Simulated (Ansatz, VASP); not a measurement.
One calculation of Hf, two programs

```
Hf
1.0
     0.00000    2.04240    2.04240
     2.04240    0.00000    2.04240
     2.04240    2.04240    0.00000
Hf
1
Direct
  0.00000 0.00000 0.00000
```

Change from the starting cell: strain -0.080 along x and y, -0.080 along z, atoms carried along.

Alike in both runs: task single point; functional PBEsol; k mesh 18 × 18 × 18; occupations gaussian, width 0.15 eV; no spin polarisation.

```csv
,VASP,Ansatz
version,VASP 6.6.1,Ansatz 0.2.0
potentials or method,"VASP PAW PBE potentials, release 64 (Hf_pv), cutoff 500 eV","scalar-relativistic, plane waves, PAW"
valence electrons in the cell,10,26
```

Ansatz gave:

| Quantity | Value |
| --- | --- |
| gap on the k mesh at the Fermi level (eV) | none |
| pressure (GPa) | 38.0 |

Q: Which values does VASP return?

A: gap on the k mesh at the Fermi level (eV): none; pressure (GPa): 37.6.

VASP's potentials were made for PBE, not for PBEsol. A gap of «none» marks a metal or a gap that the smearing closes. Both programs put the cell under a high pressure, so it lies far from rest at this level. With one functional, cell and mesh, what is left measures potentials, basis and numerics. VASP's potentials hold 10 valence electrons a cell and Ansatz's 26, so a difference there can come from the potentials and not from the codes.

Neither program's run includes spin-orbit coupling.
